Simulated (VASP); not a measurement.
# W in VASP: single point with PBE

Aim: the single point of W with PBE.

All numbers are computed with VASP 6.6.1; they aren't measurements. Logs are shortened: lines on timing, memory, paths and dates and some standing lists are left out, and cuts for length are marked.

## (1) The cell of the first run

The cell holds a slab with vacuum, 4 atoms: a = 3.184 Å, b = 3.184 Å, c = 19.775 Å, α = 90.00°, β = 90.00°, γ = 90.00°.

## (2) Single point, PBE (atoms taken out)

File INCAR:

```
SYSTEM = W
  ALGO = Normal
  DIPOL = 0.5 0.5 0.500
  EDIFF = 1E-7
  ENCUT = 520
  GGA = PE
  IDIPOL = 3
  ISIF = 2
  ISMEAR = 0
  LASPH = .True.
  LCHARG = .False.
  LDIPOL = .True.
  LREAL = .False.
  LWAVE = .False.
  NBANDS = 36
  NELM = 60
  PREC = Accurate
  SIGMA = 0.1
```

File KPOINTS:

```
k-points
0
Gamma
  11 11 1
  0 0 0
```

File POSCAR:

```
W
1.0
    3.1835586448      0.0000000000      0.0000000000
    0.0000000000      3.1835586448      0.0000000000
    0.0000000000      0.0000000000     19.7753379672
W
4
Direct
    0.5000000000      0.5000000000      0.3792602692
    0.0000000000      0.0000000000      0.4597534231
    0.5000000000      0.5000000000      0.5402465769
    0.0000000000      0.0000000000      0.6207397308
```

Potentials or basis: VASP PAW PBE potentials, release 64 (W_sv).

The run is started by

```console
$ cat potpaw_PBE.64/W_sv/POTCAR > POTCAR
$ mpirun -np 1 vasp_std > vasp.out
```

OUTCAR:

```text
SYSTEM = W
   EDIFF = 1E-7
   ENCUT = 520
   GGA = PE
   ISIF = 2
   ISMEAR = 0
   LASPH = .True.
   LREAL = .False.
   NELM = 60
   PREC = Accurate

 ion  position               nearest neighbor table
   1  0.500  0.500  0.379-   2 2.76   2 2.76   2 2.76   2 2.76   3 3.18
   2  0.000  0.000  0.460-   3 2.76   3 2.76   3 2.76   3 2.76   1 2.76   1 2.76   1 2.76   1 2.76
                             4 3.18
   3  0.500  0.500  0.540-   2 2.76   2 2.76   2 2.76   2 2.76   4 2.76   4 2.76   4 2.76   4 2.76
                             1 3.18
   4  0.000  0.000  0.621-   3 2.76   3 2.76   3 2.76   3 2.76   2 3.18

  LATTYP: Found a simple tetragonal cell.
 ALAT       =     3.1835586448
 C/A-ratio  =     6.2117083973

  Lattice vectors:

 A1 = (   3.1835586448,   0.0000000000,   0.0000000000)
 A2 = (   0.0000000000,   3.1835586448,   0.0000000000)
 A3 = (   0.0000000000,   0.0000000000,  19.7753379672)

Analysis of symmetry for initial positions (statically):
=====================================================================
 Subroutine PRICEL returns:
 Original cell was already a primitive cell.

 Routine SETGRP: Setting up the symmetry group for a
 simple tetragonal supercell.

 Subroutine GETGRP returns: Found 16 space group operations
 (whereof  8 operations were pure point group operations)
 out of a pool of 16 trial point group operations.

The static configuration has the point symmetry C_4v.
 The point group associated with its full space group is D_4h.

Analysis of symmetry for dynamics (positions and initial velocities):
=====================================================================
 Subroutine PRICEL returns:
 Original cell was already a primitive cell.

 Routine SETGRP: Setting up the symmetry group for a
 simple tetragonal supercell.

 Subroutine GETGRP returns: Found 16 space group operations
 (whereof  8 operations were pure point group operations)
 out of a pool of 16 trial point group operations.

The dynamic configuration has the point symmetry C_4v.
 The point group associated with its full space group is D_4h.

 Subroutine INISYM returns: Found 16 space group operations
 (whereof  8 operations are pure point group operations),
 and found     1 'primitive' translations

----------------------------------------------------------------------------------------

                                     Primitive cell

  volume of cell :     200.4240

  direct lattice vectors                    reciprocal lattice vectors
     3.183558645  0.000000000  0.000000000     0.314113893  0.000000000  0.000000000
     0.000000000  3.183558645  0.000000000     0.000000000  0.314113893  0.000000000
     0.000000000  0.000000000 19.775337967     0.000000000  0.000000000  0.050568036

  length of vectors
     3.183558645  3.183558645 19.775337967     0.314113893  0.314113893  0.050568036

  position of ions in fractional coordinates (direct lattice)
     0.500000000  0.500000000  0.379260269
     0.000000000  0.000000000  0.459753423
     0.500000000  0.500000000  0.540246577
     0.000000000  0.000000000  0.620739731

  ion indices of the primitive-cell ions
   primitive index   ion index
                 1           1
                 2           2
                 3           3
                 4           4

----------------------------------------------------------------------------------------

 KPOINTS: k-points

Automatic generation of k-mesh.
 Grid dimensions read from file:
 generate k-points for:   11   11    1

 Generating k-lattice:

  Cartesian coordinates                     Fractional coordinates (reciprocal lattice)
     0.028555808  0.000000000  0.000000000     0.090909091  0.000000000  0.000000000
     0.000000000  0.028555808  0.000000000     0.000000000  0.090909091  0.000000000
     0.000000000  0.000000000  0.050568036     0.000000000  0.000000000  1.000000000

  Length of vectors
     0.028555808  0.028555808  0.050568036

  Shift w.r.t. Gamma in fractional coordinates (k-lattice)
     0.000000000  0.000000000  0.000000000

 Subroutine IBZKPT returns following result:
 ===========================================

 Found     21 irreducible k-points:

 Following reciprocal coordinates:
            Coordinates               Weight
  0.000000  0.000000  0.000000      1.000000
  0.090909  0.000000  0.000000      4.000000
  0.181818  0.000000  0.000000      4.000000
  0.272727  0.000000  0.000000      4.000000
  0.363636  0.000000  0.000000      4.000000
  0.454545  0.000000  0.000000      4.000000
[... 13 lines left out ...]
  0.454545  0.363636  0.000000      8.000000
  0.454545  0.454545  0.000000      4.000000
   k-points           NKPTS =     21   k-points in BZ     NKDIM =     21   number of bands    NBANDS=     36
   number of dos      NEDOS =    301   number of ions     NIONS =      4
   total plane-waves  NPLWV =  86400
   dimension x,y,z NGX =    24 NGY =   24 NGZ =  150
   dimension x,y,z NGXF=    48 NGYF=   48 NGZF=  300
   ions per type =               4
   NGX,Y,Z   is equivalent  to a cutoff of  12.53, 12.53, 12.61 a.u.
   NGXF,Y,Z  is equivalent  to a cutoff of  25.07, 25.07, 25.22 a.u.
 SYSTEM =  W
   PREC   = accura    normal or accurate (medium, high low for compatibility)
   ISTART =      0    job   : 0-new  1-cont  2-samecut
   ICHARG =      2    charge: 1-file 2-atom 10-const
   ISPIN  =      1    spin polarized calculation?
   LNONCOLLINEAR =      F non collinear calculations
   LSORBIT =      F    spin-orbit coupling
   LASPH  =      T    aspherical Exc in radial PAW
   ENCUT  =  520.0 eV  38.22 Ry    6.18 a.u.   5.92  5.92 36.77*2*pi/ulx,y,z
   NELM   =     60;   NELMIN=  2; NELMDL= -5     # of ELM steps
   EDIFF  = 0.1E-06   stopping-criterion for ELM
   LREAL  =      F    real-space projection
   EDIFFG = 0.1E-05   stopping-criterion for IOM
   NSW    =      0    number of steps for IOM
   IBRION =     -1    ionic relax: 0-MD 1-quasi-New 2-CG
   NFREE  =      0    steps in history (QN), initial steepest desc. (CG)
   ISIF   =      2    stress and relaxation
   ISYM   =      2    0-nonsym 1-usesym 2-fastsym
   POTIM  = 0.5000    time-step for ionic-motion
   TEBEG  =    0.0;   TEEND  =   0.0 temperature during run
   PSTRESS=    0.0 pullay stress
   NELECT =      56.0000    total number of electrons
   NUPDOWN=      -1.0000    fix difference up-down
   EMIN   =  10.00;   EMAX   =-10.00  energy-range for DOS
   EFERMI =   0.00;   METHOD = LEGACY
   ISMEAR =     0;   SIGMA  =   0.10  broadening in eV -4-tet -1-fermi 0-gaus
   EFERMI_NEDOS =   21; number of points for ismear=-14 and -15
   IALGO  =     38    algorithm
   IMIX   =      4    mixing-type and parameters
     AMIX     =   0.40;   BMIX     =  1.00
     AMIX_MAG =   1.60;   BMIX_MAG =  1.00
  volume/ion in A,a.u.               =      50.11       338.13
  Fermi-wavevector in a.u.,A,eV,Ry     =   1.070256  2.022490 15.584762  1.145448
  Thomas-Fermi vector in A             =   2.205960
   LORBIT       =      0    0 simple, 1 ext, 2 COOP (PROOUT), +10 PAW based schemes
   GGA     = PE    functional components
   LHFCALC =     F    Hartree Fock is set to
   AEXX    =    0.0000 exact exchange contribution
   IVDW    =     0    specifies the selected vdW correction
   LEPSILON=     F    determine dielectric tensor
   LRPA    =     F    only Hartree local field effects (RPA)
 non-spin polarized calculation
 Gauss-broadening in eV      SIGMA  =   0.10
  energy-cutoff  :      520.00
  volume of cell :      200.42
 maximum number of plane-waves:      5458
 NGX is ok and might be reduce to    24
   NGX = 11   NGY = 11   NGZ = 73

 number of electron      55.9999992 magnetization

 dipolmoment           0.000000      0.000000     -0.000000 electrons x Angstroem

 Free energy of the ion-electron system (eV)
  ---------------------------------------------------
  ext. energy  EPLUGINS =         0.00000000
  ---------------------------------------------------
  free energy    TOTEN  =       -46.33065094 eV

  energy without entropy =      -46.30355740  energy(sigma->0) =      -46.31710417

 E-fermi :   0.8315     XC(G=0):  -5.6153

 val. band max:        0.8234149100   @ k =   0.2727   0.2727   0.0000
 cond. band min:       0.8409189680   @ k =   0.2727   0.0000   0.0000
 fundamental gap:      0.0175040580
 Fermi energy:         0.8315201040

 k-point     1 :       0.0000    0.0000    0.0000
  band No.  band energies     occupation
      1     -73.1287      2.00000
      2     -73.0700      2.00000
      3     -73.0055      2.00000
      4     -72.9548      2.00000
      5     -37.5677      2.00000
      6     -37.5062      2.00000
[... 28 lines left out ...]
     35       3.8178      0.00000
     36       3.8720      0.00000

 k-point     2 :       0.0909    0.0000    0.0000
  band No.  band energies     occupation
      1     -73.1246      2.00000
      2     -73.0681      2.00000
      3     -73.0061      2.00000
      4     -72.9577      2.00000
      5     -37.5839      2.00000
      6     -37.5664      2.00000
[... 28 lines left out ...]
     35       3.4412      0.00000
     36       3.7427      0.00000

 k-point     3 :       0.1818    0.0000    0.0000
  band No.  band energies     occupation
      1     -73.1127      2.00000
      2     -73.0626      2.00000
      3     -73.0083      2.00000
      4     -72.9664      2.00000
      5     -37.6710      2.00000
      6     -37.5819      2.00000
[... 28 lines left out ...]
     35       3.0577      0.00000
     36       3.2224      0.00000
[... 625 lines left out ...]
 k-point    20 :       0.4545    0.3636    0.0000
  band No.  band energies     occupation
      1     -73.0328      2.00000
      2     -73.0256      2.00000
      3     -73.0223      2.00000
      4     -73.0216      2.00000
      5     -37.7754      2.00000
      6     -37.7614      2.00000
[... 28 lines left out ...]
     35       4.2447      0.00000
     36       4.2542      0.00000

 k-point    21 :       0.4545    0.4545    0.0000
  band No.  band energies     occupation
      1     -73.0282      2.00000
      2     -73.0248      2.00000
      3     -73.0229      2.00000
      4     -73.0217      2.00000
      5     -37.8021      2.00000
      6     -37.7968      2.00000
[... 28 lines left out ...]
     35       4.1649      0.00000
     36       4.3067      0.00000

------------------------ aborting loop because EDIFF is reached ----------------------------------------

 vacuum level on the upper side and lower side of the slab       (xc-potential included)        -0.135        -0.135

  FORCE on cell =-STRESS in cart. coord.  units (eV):
  Direction    XX          YY          ZZ          XY          YZ          ZX
  --------------------------------------------------------------------------------------
  -------------------------------------------------------------------------------------
  Total       -8.8544746     -8.8544746     -5.3309042      0.0000000     -0.0000000      0.0000000
  in kB      -70.7821505    -70.7821505    -42.6149360      0.0000000     -0.0000000      0.0000000
  external PRESSURE =     -61.3930790 kB  Pullay stress =       0.0000000 kB

 VOLUME and BASIS-vectors are now :
 -----------------------------------------------------------------------------
  energy-cutoff  :      520.00
  volume of cell :      200.42
      direct lattice vectors                 reciprocal lattice vectors
     3.183558645  0.000000000  0.000000000     0.314113893  0.000000000  0.000000000
     0.000000000  3.183558645  0.000000000     0.000000000  0.314113893  0.000000000
     0.000000000  0.000000000 19.775337967     0.000000000  0.000000000  0.050568036

 POSITION                                       TOTAL-FORCE (eV/Angst)
 -----------------------------------------------------------------------------------
      1.59178      1.59178      7.50000        -0.000000     -0.000000      1.787828
      0.00000      0.00000      9.09178        -0.000000      0.000000     -2.043154
      1.59178      1.59178     10.68356         0.000000     -0.000000      2.043154
      0.00000      0.00000     12.27534        -0.000000      0.000000     -1.787828
 -----------------------------------------------------------------------------------
    total drift:                                0.000000      0.000000      0.000000

  FREE ENERGIE OF THE ION-ELECTRON SYSTEM (eV)
  ---------------------------------------------------
  free  energy   TOTEN  =       -46.3306509417 eV

  energy  without entropy=      -46.3035573971  energy(sigma->0) =      -46.31710417

 vacuum level on the upper side and lower side of the slab         4.864         4.864
```

Wall time 4.6 min (1 thread of Intel Xeon Platinum 8259CL at 2.50GHz (Skylake/Cascade Lake), shared host); peak memory 0.33 GiB.

Results:

```yaml
Free_energy: -46.3307 eV
Largest_force: 2.043 eV/Å
Band_gap_on_the_k_mesh: zero (bands 28 and 29 overlap by 1.76 eV)
```

Forces on the atoms (eV/Å):
```
W    0.000  0.000  1.788
W    0.000  0.000 -2.043
W    0.000  0.000  2.043
W    0.000  0.000 -1.788
```

Caveat: the cell differs from its parent crystal (atoms taken out); spin-orbit coupling is left out, which moves the levels of the heavy elements.
